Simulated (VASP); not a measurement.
A run of VASP 6.6.1 is set up as follows.

File INCAR:

```
SYSTEM = CaO
PREC = Accurate
ENCUT = 600
EDIFF = 1E-6
ISMEAR = 0
SIGMA = 0.02
LREAL = .FALSE.
LASPH = .TRUE.
NELM = 120
ALGO = Normal
ISIF = 2
LWAVE = .FALSE.
LCHARG = .FALSE.
GGA = PE
IVDW = 12
NBANDS = 15
GGA_COMPAT = .FALSE.
```

KPOINTS

```
Automatic mesh
0
G
  8 8 8
  0 0 0
```

Contents of POSCAR:

```
CaO
1.0
    0.0000000000      2.3915953206      2.3915953206
    2.3915953206      0.0000000000      2.3915953206
    2.3915953206      2.3915953206      0.0000000000
Ca O
1 1
Direct
    0.0000000000      0.0000000000      0.0000000000
    0.5000000000      0.5000000000      0.5000000000
```

Potentials or basis: VASP PAW PBE potentials, release 64 (Ca_sv, O).

The run is started by

```sh
$ cat potpaw_PBE.64/Ca_sv/POTCAR potpaw_PBE.64/O/POTCAR > POTCAR
$ mpirun -np 1 vasp_std > vasp.out
```

**Question.** Estimate the pressure.

**Answer.** 0.5 GPa.

**Question.** Predict the dispersion energy per atom.

**Answer.** -0.276 eV.
